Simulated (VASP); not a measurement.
Write the native input for VASP 6.6.1 that does the following.

```
Task                   : single point
Functional             : r2SCAN
Potentials or basis    : VASP PAW PBE potentials, release 64 (Cu)
Cutoff                 : 520 eV
k mesh                 : 14 × 14 × 14
Occupations            : gaussian, width 0.1 eV
Spin                   : no spin polarisation
Dipole correction      : no
Further INCAR settings : ALGO = Normal; EDIFF = 1e-06; NBANDS = 12
```

The system is Cu.

```
CELL_PARAMETERS angstrom
-1.44279 1.44279 1.37608
1.44279 -1.44279 1.37608
1.44279 1.44279 -1.37608
ATOMIC_POSITIONS crystal
Cu 0.00000 0.00000 0.00000
```

The input as run:

POSCAR

```
Cu
1.0
   -1.4427933200      1.4427933200      1.3760814500
    1.4427933200     -1.4427933200      1.3760814500
    1.4427933200      1.4427933200     -1.3760814500
Cu
1
Direct
    0.0000000000      0.0000000000      0.0000000000
```

INCAR.step1

```
SYSTEM = Cu
PREC = Accurate
ENCUT = 520
ISMEAR = 0
SIGMA = 0.1
LREAL = .FALSE.
LASPH = .TRUE.
NELM = 80
NBANDS = 12
GGA = PE
ALGO = Normal
EDIFF = 1E-4
LWAVE = .TRUE.
LCHARG = .FALSE.
```

INCAR.step2

```
SYSTEM = Cu
PREC = Accurate
ENCUT = 520
EDIFF = 1E-6
ISMEAR = 0
SIGMA = 0.1
LREAL = .FALSE.
LASPH = .TRUE.
NELM = 80
ALGO = Normal
ISIF = 2
LWAVE = .FALSE.
LCHARG = .FALSE.
METAGGA = R2SCAN
LMIXTAU = .TRUE.
NBANDS = 12
ISTART = 1
```

KPOINTS

```
Automatic mesh
0
G
  14 14 14
  0 0 0
```

Potentials or basis: VASP PAW PBE potentials, release 64 (Cu).

Command:

```bash
$ cat potpaw_PBE.64/Cu/POTCAR > POTCAR
$ cp INCAR.step1 INCAR
$ mpirun -np 1 vasp_std > vasp.out
$ cp INCAR.step2 INCAR
$ mpirun -np 1 vasp_std > vasp.out
```

Results of the run:

* Pressure: 1.0 GPa

Caveat: the PAW data sets were made with another functional, which shifts forces and pressure a little.

It took 3 min on 1 thread of AMD EPYC 7R43 64-Core Processor (Zen 3), on a shared host, peak memory 0.1 GiB.
